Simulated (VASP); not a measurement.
A run of VASP 6.6.1:

The input INCAR:

```
PREC     = Accurate       # precision mode
ENCUT    = 600            # plane-wave cutoff, eV
EDIFF    = 1E-6           # SCF threshold, eV
ISMEAR   = -1             # smearing method
SIGMA    = 0.05           # smearing width, eV
LREAL    = F              # projectors in reciprocal space
LASPH    = T              # aspherical terms in the spheres
NELM     = 120            # most SCF steps
ALGO     = Normal         # electronic algorithm
ISIF     = 2              # what is computed and relaxed
LWAVE    = F              # write WAVECAR
LCHARG   = F              # write CHGCAR
GGA      = PE             # functional
ISYM     = 0            
NBANDS   = 16             # bands
GGA_COMPAT= F
```

File KPOINTS:

```
regular mesh
0
Gamma
  7 10 12
```

POSCAR

```
Co
1.0
   -1.7740000000     -1.7740000000     -3.5480000000
    1.7740000000     -1.7740000000      0.0000000000
   -1.7740000000     -1.7740000000      0.0000000000
Co
2
Direct
    0.0000000000      0.0000000000      0.0000000000
    0.5000000000      0.5000000000      0.0000000000
```

Potentials or basis: VASP PAW PBE potentials, release 64 (Co).

Command:

```bash
$ cat potpaw_PBE.64/Co/POTCAR > POTCAR
$ mpirun -np 1 vasp_std > vasp.out
```

Hardware: 1 thread of Intel Xeon 6975P-C (shared host).

Problem. How long does it take, and how much memory?

Solution. Run time: 69 s on 1 thread of Intel Xeon 6975P-C, on a shared host, peak memory 0.27 GiB. Counts: scf iterations 13, k points 422.
